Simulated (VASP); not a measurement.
# Li5SbO (P4/mmm) in VASP: notebook

The runs below take Li5SbO through single point, relaxation of cell and atoms, with PBE.

All numbers are computed with VASP 6.6.1; they aren't measurements. Logs are shortened: lines on timing, memory, paths and dates and some standing lists are left out, and cuts for length are marked.

## Step 1: The cell of the first run

It takes space group P4/mmm (No. 123, tetragonal). Conventional cell: a = 4.518 Å, b = 4.518 Å, c = 5.890 Å, α = 90.00°, β = 90.00°, γ = 90.00°. Within 3.5 Å of Li (site symmetry 2mm) lie 2 Sb at 2.68 Å and 8 Li at 2.71 to 3.19 Å and 2 O at 2.71 Å. Within 3.6 Å of Li (site symmetry 4/mmm) lie 8 Li at 2.71 Å and 4 O at 3.19 Å. Sb (site symmetry 4/mmm) has 8 Li at 2.68 Å and 2 O at 2.95 Å within 3.5 Å. Within 3.6 Å of O (site symmetry 4/mmm) lie 12 Li at 2.71 to 3.19 Å and 2 Sb at 2.95 Å.

## Step 2: Single point, PBE

INCAR reads:

```
SYSTEM = Li5SbO
PREC     = Accurate       ! precision mode
ENCUT    = 520            ! plane-wave cutoff, eV
EDIFF    = 1E-7           ! SCF threshold, eV
ISMEAR   = 0              ! smearing method
SIGMA    = 0.1            ! smearing width, eV
LREAL    = .FALSE.        ! projectors in reciprocal space
LASPH    = .TRUE.         ! aspherical terms in the spheres
NELM     = 100            ! most SCF steps
ALGO     = Normal         ! electronic algorithm
ISIF     = 2              ! what is computed and relaxed
LWAVE    = .FALSE.        ! write WAVECAR
LCHARG   = .FALSE.        ! write CHGCAR
GGA      = PE             ! functional
NBANDS   = 22             ! bands
```

KPOINTS reads:

```
regular mesh
0
G
  8 8 8
  0 0 0
```

POSCAR reads:

```
Li5SbO
1.0
    4.5179012811      0.0000000000      0.0000000000
    0.0000000000      4.5179012811      0.0000000000
    0.0000000000      0.0000000000      5.8903186214
Li Sb O
5 1 1
Direct
    0.0000000000      0.5000000000      0.2452774046
    0.5000000000      0.0000000000      0.2452774046
    0.0000000000      0.5000000000      0.7547225954
    0.5000000000      0.0000000000      0.7547225954
    0.5000000000      0.5000000000      0.5000000000
    0.0000000000      0.0000000000      0.0000000000
    0.0000000000      0.0000000000      0.5000000000
```

Potentials or basis: VASP PAW PBE potentials, release 64 (Li_sv, Sb, O).

On the command line:

```sh
> cat potpaw_PBE.64/Li_sv/POTCAR potpaw_PBE.64/Sb/POTCAR potpaw_PBE.64/O/POTCAR > POTCAR
> mpirun -np 1 vasp_std > vasp.out
```

OUTCAR:

```text
SYSTEM = Li5SbO
   PREC = Accurate
   ENCUT = 520
   EDIFF = 1E-7
   ISMEAR = 0
   LREAL = .FALSE.
   LASPH = .TRUE.
   NELM = 100
   ISIF = 2
   GGA = PE

 ion  position               nearest neighbor table
   1  0.000  0.500  0.245-   6 2.68   6 2.68
   2  0.500  0.000  0.245-   6 2.68   6 2.68
   3  0.000  0.500  0.755-   6 2.68   6 2.68
   4  0.500  0.000  0.755-   6 2.68   6 2.68
   5  0.500  0.500  0.500-
   6  0.000  0.000  0.000-   1 2.68   2 2.68   3 2.68   4 2.68   1 2.68   3 2.68   2 2.68   4 2.68

   7  0.000  0.000  0.500-

  LATTYP: Found a simple tetragonal cell.
 ALAT       =     4.5179012811
 C/A-ratio  =     1.3037732024

  Lattice vectors:

 A1 = (   4.5179012811,   0.0000000000,   0.0000000000)
 A2 = (   0.0000000000,   4.5179012811,   0.0000000000)
 A3 = (   0.0000000000,   0.0000000000,   5.8903186214)

Analysis of symmetry for initial positions (statically):
=====================================================================
 Subroutine PRICEL returns:
 Original cell was already a primitive cell.

 Routine SETGRP: Setting up the symmetry group for a
 simple tetragonal supercell.

 Subroutine GETGRP returns: Found 16 space group operations
 (whereof 16 operations were pure point group operations)
 out of a pool of 16 trial point group operations.

The static configuration has the point symmetry D_4h.

Analysis of symmetry for dynamics (positions and initial velocities):
=====================================================================
 Subroutine PRICEL returns:
 Original cell was already a primitive cell.

 Routine SETGRP: Setting up the symmetry group for a
 simple tetragonal supercell.

 Subroutine GETGRP returns: Found 16 space group operations
 (whereof 16 operations were pure point group operations)
 out of a pool of 16 trial point group operations.

The dynamic configuration has the point symmetry D_4h.

 Subroutine INISYM returns: Found 16 space group operations
 (whereof 16 operations are pure point group operations),
 and found     1 'primitive' translations

----------------------------------------------------------------------------------------

                                     Primitive cell

  volume of cell :     120.2298

  direct lattice vectors                    reciprocal lattice vectors
     4.517901281  0.000000000  0.000000000     0.221341711  0.000000000  0.000000000
     0.000000000  4.517901281  0.000000000     0.000000000  0.221341711  0.000000000
     0.000000000  0.000000000  5.890318621     0.000000000  0.000000000  0.169770103

  length of vectors
     4.517901281  4.517901281  5.890318621     0.221341711  0.221341711  0.169770103

  position of ions in fractional coordinates (direct lattice)
     0.000000000  0.500000000  0.245277405
     0.500000000  0.000000000  0.245277405
     0.000000000  0.500000000  0.754722595
     0.500000000  0.000000000  0.754722595
     0.500000000  0.500000000  0.500000000
     0.000000000  0.000000000  0.000000000
     0.000000000  0.000000000  0.500000000

  ion indices of the primitive-cell ions
   primitive index   ion index
                 1           1
                 2           2
                 3           3
                 4           4
                 5           5
                 6           6
                 7           7

----------------------------------------------------------------------------------------

 KPOINTS: regular mesh

Automatic generation of k-mesh.
 Grid dimensions read from file:
 generate k-points for:    8    8    8

 Generating k-lattice:

  Cartesian coordinates                     Fractional coordinates (reciprocal lattice)
     0.027667714  0.000000000  0.000000000     0.125000000  0.000000000  0.000000000
     0.000000000  0.027667714  0.000000000     0.000000000  0.125000000  0.000000000
     0.000000000  0.000000000  0.021221263     0.000000000  0.000000000  0.125000000

  Length of vectors
     0.027667714  0.027667714  0.021221263

  Shift w.r.t. Gamma in fractional coordinates (k-lattice)
     0.000000000  0.000000000  0.000000000

 Subroutine IBZKPT returns following result:
 ===========================================

 Found     75 irreducible k-points:

 Following reciprocal coordinates:
            Coordinates               Weight
  0.000000  0.000000  0.000000      1.000000
  0.125000  0.000000  0.000000      4.000000
  0.250000  0.000000  0.000000      4.000000
  0.375000  0.000000  0.000000      4.000000
  0.500000  0.000000  0.000000      2.000000
  0.125000  0.125000  0.000000      4.000000
[... 16 lines left out ...]
  0.375000  0.125000  0.125000     16.000000
  0.500000  0.125000  0.125000      8.000000
 [... further k-points ...]
   k-points           NKPTS =     75   k-points in BZ     NKDIM =     75   number of bands    NBANDS=     22
   number of dos      NEDOS =    301   number of ions     NIONS =      7
   total plane-waves  NPLWV =  62208
   dimension x,y,z NGX =    36 NGY =   36 NGZ =   48
   dimension x,y,z NGXF=    72 NGYF=   72 NGZF=   96
   ions per type =               5   1   1
   NGX,Y,Z   is equivalent  to a cutoff of  13.25, 13.25, 13.55 a.u.
   NGXF,Y,Z  is equivalent  to a cutoff of  26.49, 26.49, 27.09 a.u.
 SYSTEM =  Li5SbO
   PREC   = accura    normal or accurate (medium, high low for compatibility)
   ISTART =      0    job   : 0-new  1-cont  2-samecut
   ICHARG =      2    charge: 1-file 2-atom 10-const
   ISPIN  =      1    spin polarized calculation?
   LNONCOLLINEAR =      F non collinear calculations
   LSORBIT =      F    spin-orbit coupling
   LASPH  =      T    aspherical Exc in radial PAW
   ENCUT  =  520.0 eV  38.22 Ry    6.18 a.u.   8.40  8.40 10.95*2*pi/ulx,y,z
   NELM   =    100;   NELMIN=  2; NELMDL= -5     # of ELM steps
   EDIFF  = 0.1E-06   stopping-criterion for ELM
   LREAL  =      F    real-space projection
   EDIFFG = 0.1E-05   stopping-criterion for IOM
   NSW    =      0    number of steps for IOM
   IBRION =     -1    ionic relax: 0-MD 1-quasi-New 2-CG
   NFREE  =      0    steps in history (QN), initial steepest desc. (CG)
   ISIF   =      2    stress and relaxation
   ISYM   =      2    0-nonsym 1-usesym 2-fastsym
   POTIM  = 0.5000    time-step for ionic-motion
   TEBEG  =    0.0;   TEEND  =   0.0 temperature during run
   PSTRESS=    0.0 pullay stress
   NELECT =      26.0000    total number of electrons
   NUPDOWN=      -1.0000    fix difference up-down
   EMIN   =  10.00;   EMAX   =-10.00  energy-range for DOS
   EFERMI =   0.00;   METHOD = LEGACY
   ISMEAR =     0;   SIGMA  =   0.10  broadening in eV -4-tet -1-fermi 0-gaus
   EFERMI_NEDOS =   21; number of points for ismear=-14 and -15
   IALGO  =     38    algorithm
   IMIX   =      4    mixing-type and parameters
     AMIX     =   0.40;   BMIX     =  1.00
     AMIX_MAG =   1.60;   BMIX_MAG =  1.00
  volume/ion in A,a.u.               =      17.18       115.91
  Fermi-wavevector in a.u.,A,eV,Ry     =   0.982642  1.856924 13.137578  0.965585
  Thomas-Fermi vector in A             =   2.113740
   LORBIT       =      0    0 simple, 1 ext, 2 COOP (PROOUT), +10 PAW based schemes
   GGA     = PE    functional components
   LHFCALC =     F    Hartree Fock is set to
   AEXX    =    0.0000 exact exchange contribution
   IVDW    =     0    specifies the selected vdW correction
   LEPSILON=     F    determine dielectric tensor
   LRPA    =     F    only Hartree local field effects (RPA)
 non-spin polarized calculation
 Gauss-broadening in eV      SIGMA  =   0.10
  energy-cutoff  :      520.00
  volume of cell :      120.23
 maximum number of plane-waves:      3270
 NGX is ok and might be reduce to    36

 number of electron      26.0000039 magnetization

 Free energy of the ion-electron system (eV)
  ---------------------------------------------------
  ext. energy  EPLUGINS =         0.00000000
  ---------------------------------------------------
  free energy    TOTEN  =       -20.75920820 eV

  energy without entropy =      -20.75044806  energy(sigma->0) =      -20.75482813

 E-fermi :   2.8498     XC(G=0):  -8.1975

 val. band max:        2.8096784923   @ k =   0.5000   0.5000   0.3750
 cond. band min:       2.8518820061   @ k =   0.5000   0.2500   0.3750
 fundamental gap:      0.0422035138
 Fermi energy:         2.8497970425

 k-point     1 :       0.0000    0.0000    0.0000
  band No.  band energies     occupation
      1     -45.2074      2.00000
      2     -43.7445      2.00000
      3     -43.7366      2.00000
      4     -43.7348      2.00000
      5     -43.7274      2.00000
      6     -14.0756      2.00000
[... 14 lines left out ...]
     21       6.8352      0.00000
     22       7.1199      0.00000

 k-point     2 :       0.1250    0.0000    0.0000
  band No.  band energies     occupation
      1     -45.2073      2.00000
      2     -43.7442      2.00000
      3     -43.7369      2.00000
      4     -43.7344      2.00000
      5     -43.7275      2.00000
      6     -14.0741      2.00000
[... 14 lines left out ...]
     21       7.6056      0.00000
     22       7.6492      0.00000

 k-point     3 :       0.2500    0.0000    0.0000
  band No.  band energies     occupation
      1     -45.2073      2.00000
      2     -43.7434      2.00000
      3     -43.7378      2.00000
      4     -43.7336      2.00000
      5     -43.7283      2.00000
      6     -14.0708      2.00000
[... 14 lines left out ...]
     21       8.2760      0.00000
     22       8.8314      0.00000
[... 476 lines left out ...]
 k-point    23 :       0.3750    0.1250    0.1250
  band No.  band energies     occupation
      1     -45.2072      2.00000
      2     -43.7417      2.00000
      3     -43.7389      2.00000
      4     -43.7326      2.00000
      5     -43.7299      2.00000
      6     -14.0651      2.00000
[... 14 lines left out ...]
     21       8.9159      0.00000
     22       9.5960      0.00000

 k-point    24 :       0.5000    0.1250    0.1250
  band No.  band energies     occupation
      1     -45.2072      2.00000
      2     -43.7403      2.00000
      3     -43.7402      2.00000
      4     -43.7313      2.00000
      5     -43.7312      2.00000
      6     -14.0637      2.00000
[... 14 lines left out ...]
     21       8.6501      0.00000
     22       9.8249      0.00000

 [... further k-points ...]

------------------------ aborting loop because EDIFF is reached ----------------------------------------

  FORCE on cell =-STRESS in cart. coord.  units (eV):
  Direction    XX          YY          ZZ          XY          YZ          ZX
  --------------------------------------------------------------------------------------
  -------------------------------------------------------------------------------------
  Total       -0.0404573     -0.0404573     -0.0574392      0.0000000     -0.0000000     -0.0000000
  in kB       -0.5391322     -0.5391322     -0.7654323      0.0000000     -0.0000000     -0.0000000
  external PRESSURE =      -0.6145656 kB  Pullay stress =       0.0000000 kB

 VOLUME and BASIS-vectors are now :
 -----------------------------------------------------------------------------
  energy-cutoff  :      520.00
  volume of cell :      120.23
      direct lattice vectors                 reciprocal lattice vectors
     4.517901281  0.000000000  0.000000000     0.221341711  0.000000000  0.000000000
     0.000000000  4.517901281  0.000000000     0.000000000  0.221341711  0.000000000
     0.000000000  0.000000000  5.890318621     0.000000000  0.000000000  0.169770103

 POSITION                                       TOTAL-FORCE (eV/Angst)
 -----------------------------------------------------------------------------------
      0.00000      2.25895      1.44476         0.000000     -0.000000      0.005164
      2.25895      0.00000      1.44476         0.000000     -0.000000      0.005164
      0.00000      2.25895      4.44556         0.000000      0.000000     -0.005164
      2.25895      0.00000      4.44556        -0.000000     -0.000000     -0.005164
      2.25895      2.25895      2.94516         0.000000     -0.000000      0.000000
      0.00000      0.00000      0.00000         0.000000     -0.000000      0.000000
      0.00000      0.00000      2.94516         0.000000     -0.000000      0.000000
 -----------------------------------------------------------------------------------
    total drift:                                0.000000      0.000000     -0.000000

  FREE ENERGIE OF THE ION-ELECTRON SYSTEM (eV)
  ---------------------------------------------------
  free  energy   TOTEN  =       -20.7592082035 eV

  energy  without entropy=      -20.7504480594  energy(sigma->0) =      -20.75482813
```

Run time: 2.5 min. Hardware: 1 thread of Intel Xeon Platinum 8259CL at 2.50GHz (Skylake/Cascade Lake), shared host; peak memory 0.35 GiB.

What came out:

| Item | Value |
| --- | --- |
| Free energy | -20.7592 eV |
| Largest force | 0.005 eV/Å |
| Band gap on the k mesh | zero (band 13 reaches 3.47 eV, above the bottom of band 14 at 2.14 eV) |

Forces on the atoms (eV/Å):
```
Li   0.000  0.000  0.005
Li   0.000  0.000  0.005
Li   0.000  0.000 -0.005
Li   0.000  0.000 -0.005
Li   0.000  0.000  0.000
Sb   0.000  0.000  0.000
O    0.000  0.000  0.000
```

Caveat: the cutoff is under 1.25 times the usual one of these potentials, so pressure, stress and relaxed cells hold a basis-set (Pulay) error; spin-orbit coupling is left out, which moves the levels of the heavy elements.

## Step 3: Relaxation of cell and atoms, PBE

This run uses another cell than the first one, of the same volume but with other edges.

INCAR reads:

```
PREC = Accurate
ENCUT = 600
EDIFF = 1E-6
ISMEAR = 0
SIGMA = 0.1
LREAL = F
LASPH = T
NELM = 100
ALGO = Normal
ISIF = 3
LWAVE = F
LCHARG = F
GGA = PE
IBRION = 2
NSW = 100
EDIFFG = -0.01
```

KPOINTS reads:

```
regular mesh
0
Gamma
  8 8 8
```

POSCAR reads:

```
Li5SbO
1.0
    4.6316488254      0.0000000000      0.0000000000
    0.0000000000      4.6316488254      0.0000000000
    0.0000000000      0.0000000000      5.5996029188
Li Sb O
5 1 1
Direct
    0.0000000000      0.5000000000      0.2462532890
    0.5000000000      0.0000000000      0.2462532890
    0.0000000000      0.5000000000      0.7537467110
    0.5000000000      0.0000000000      0.7537467110
    0.5000000000      0.5000000000      0.5000000000
    0.0000000000      0.0000000000      0.0000000000
    0.0000000000      0.0000000000      0.5000000000
```

Potentials or basis: VASP PAW PBE potentials, release 64 (Li_sv, Sb, O).

On the command line:

```sh
> cat potpaw_PBE.64/Li_sv/POTCAR potpaw_PBE.64/Sb/POTCAR potpaw_PBE.64/O/POTCAR > POTCAR
> mpirun -np 1 vasp_std > vasp.out
```

It took 13 min on 1 thread of Intel Xeon Platinum 8259CL at 2.50GHz (Skylake/Cascade Lake), shared host; peak memory 0.41 GiB.

It converged, with:

```yaml
Free_energy: -20.7600 eV
Relaxed_volume: 17.08 Å³/atom
Relaxed_cell: a = 4.524 Å, b = 4.524 Å, c = 5.843 Å, α = 90.00°, β = 90.00°, γ = 90.00°
Space_group_after_relaxing_to_0.05_Å: P4/mmm (No. 123)
Energy_gained_by_relaxing: 2.2 meV/atom
Ionic_steps: 10
Pressure_after_relaxing: 0.0 GPa
Band_gap_on_the_k_mesh: zero (band 13 reaches 3.50 eV, above the bottom of band 14 at 2.20 eV)
```

The path:
```csv
step,energy change (eV),largest force (eV/Å),pressure (GPa),volume (Å³)
1,0.0000,0.0050,-0.16,120.12
2,-0.0031,0.0053,-0.10,119.82
3,-0.0096,0.0064,0.14,118.88
4,-0.0099,0.0075,0.67,116.97
5,-0.0117,0.0075,0.43,117.81
6,-0.0147,0.0071,0.12,118.99
7,-0.0151,0.0144,-0.02,119.56
8,-0.0151,0.0155,-0.04,119.66
9,-0.0153,0.0110,-0.02,119.64
10,-0.0155,0.0019,0.01,119.58
```

Final structure:
```cif
data_structure
_symmetry_space_group_name_H-M 'P 1'
_symmetry_Int_Tables_number 1
_cell_length_a 4.5240
_cell_length_b 4.5240
_cell_length_c 5.8425
_cell_angle_alpha 90.000
_cell_angle_beta 90.000
_cell_angle_gamma 90.000
_cell_volume 119.58
loop_
_atom_site_label
_atom_site_type_symbol
_atom_site_fract_x
_atom_site_fract_y
_atom_site_fract_z
_atom_site_occupancy
Li1 Li 0.00000 0.50000 0.24589 1
Li2 Li 0.50000 0.00000 0.24589 1
Li3 Li 0.00000 0.50000 0.75411 1
Li4 Li 0.50000 0.00000 0.75411 1
Li5 Li 0.50000 0.50000 0.50000 1
Sb1 Sb 0.00000 0.00000 0.00000 1
O1 O 0.00000 0.00000 0.50000 1
```

Levels at points of the mesh, in eV from the Fermi level:
| k point | band 11 | band 12 | band 13 | band 14 | band 15 | band 16 |
| --- | --- | --- | --- | --- | --- | --- |
| (0.00, 0.00, 0.00) | -1.25 | -0.74 | -0.74 | 0.52 | 2.27 | 3.29 |
| (0.50, 0.00, 0.00) | -2.48 | -0.36 | 0.61 | 0.86 | 1.01 | 1.06 |
| (0.50, 0.50, 0.00) | -2.12 | -2.12 | -1.36 | 1.07 | 1.14 | 2.45 |
| (0.00, 0.00, 0.50) | -2.34 | -1.27 | -1.27 | 0.69 | 0.79 | 2.80 |
| (0.50, 0.00, 0.50) | -2.33 | -1.55 | -0.79 | 0.51 | 1.54 | 2.15 |
| (0.50, 0.50, 0.50) | -2.53 | -2.23 | -1.26 | -0.67 | -0.35 | 2.24 |

Caveat: the cutoff is under 1.25 times the usual one of these potentials, so pressure, stress and relaxed cells hold a basis-set (Pulay) error; spin-orbit coupling is left out, which moves the levels of the heavy elements.

## Step 4: Single point, PBE

INCAR reads:

```
SYSTEM = Li5SbO
PREC = Accurate
ENCUT = 520
EDIFF = 1E-7
ISMEAR = 0
SIGMA = 0.1
LREAL = .FALSE.
LASPH = .TRUE.
NELM = 100
ALGO = Normal
ISIF = 2
LWAVE = .FALSE.
LCHARG = .FALSE.
GGA = PE
NBANDS = 22
```

KPOINTS reads:

```
Automatic mesh
0
G
  8 8 8
  0 0 0
```

POSCAR reads:

```
Li5SbO
1.0
    4.5179012811      0.0000000000      0.0000000000
    0.0000000000      4.5179012811      0.0000000000
    0.0000000000      0.0000000000      5.8903186214
Li Sb O
5 1 1
Direct
    0.0000000000      0.5000000000      0.2452774046
    0.5000000000      0.0000000000      0.2452774046
    0.0000000000      0.5000000000      0.7547225954
    0.5000000000      0.0000000000      0.7547225954
    0.5000000000      0.5000000000      0.5000000000
    0.0000000000      0.0000000000      0.0000000000
    0.0000000000      0.0000000000      0.5000000000
```

On the command line:

```sh
> cat potpaw_PBE.64/Li_sv/POTCAR potpaw_PBE.64/Sb/POTCAR potpaw_PBE.64/O/POTCAR > POTCAR
> mpirun -np 1 vasp_std > vasp.out
```

It took 2.6 min on 1 thread of Intel Xeon Platinum 8259CL at 2.50GHz (Skylake/Cascade Lake), shared host; peak memory 0.35 GiB.

The run converged. Its results:

```yaml
Free_energy: -20.7592 eV
Largest_force: 0.005 eV/Å
Band_gap_on_the_k_mesh: zero (band 13 reaches 3.47 eV, above the bottom of band 14 at 2.14 eV)
```

Forces on the atoms (eV/Å):
```
Li   0.000  0.000  0.005
Li   0.000  0.000  0.005
Li   0.000  0.000 -0.005
Li   0.000  0.000 -0.005
Li   0.000  0.000  0.000
Sb   0.000  0.000  0.000
O    0.000  0.000  0.000
```

Levels at points of the mesh, in eV from the Fermi level:
| k point | band 9 | band 10 | band 11 | band 12 | band 13 | band 14 | band 15 | band 16 | band 17 | band 18 |
| --- | --- | --- | --- | --- | --- | --- | --- | --- | --- | --- |
| (0.00, 0.00, 0.00) | -3.05 | -3.05 | -1.24 | -0.73 | -0.73 | 0.47 | 2.29 | 3.22 | 3.56 | 3.64 |
| (0.50, 0.00, 0.00) | -3.95 | -2.81 | -2.48 | -0.34 | 0.62 | 0.82 | 0.99 | 1.03 | 2.09 | 3.76 |
| (0.50, 0.50, 0.00) | -3.54 | -3.54 | -2.11 | -2.11 | -1.33 | 1.03 | 1.08 | 2.47 | 2.47 | 4.25 |
| (0.00, 0.00, 0.50) | -2.79 | -2.40 | -2.34 | -1.24 | -1.24 | 0.67 | 0.80 | 2.83 | 2.83 | 3.58 |
| (0.50, 0.00, 0.50) | -3.35 | -2.62 | -2.31 | -1.56 | -0.75 | 0.51 | 1.54 | 2.12 | 2.64 | 3.82 |
| (0.50, 0.50, 0.50) | -3.29 | -2.50 | -2.50 | -2.22 | -1.27 | -0.66 | -0.34 | 2.27 | 2.27 | 6.66 |

Caveat: the cutoff is under 1.25 times the usual one of these potentials, so pressure, stress and relaxed cells hold a basis-set (Pulay) error; spin-orbit coupling is left out, which moves the levels of the heavy elements.
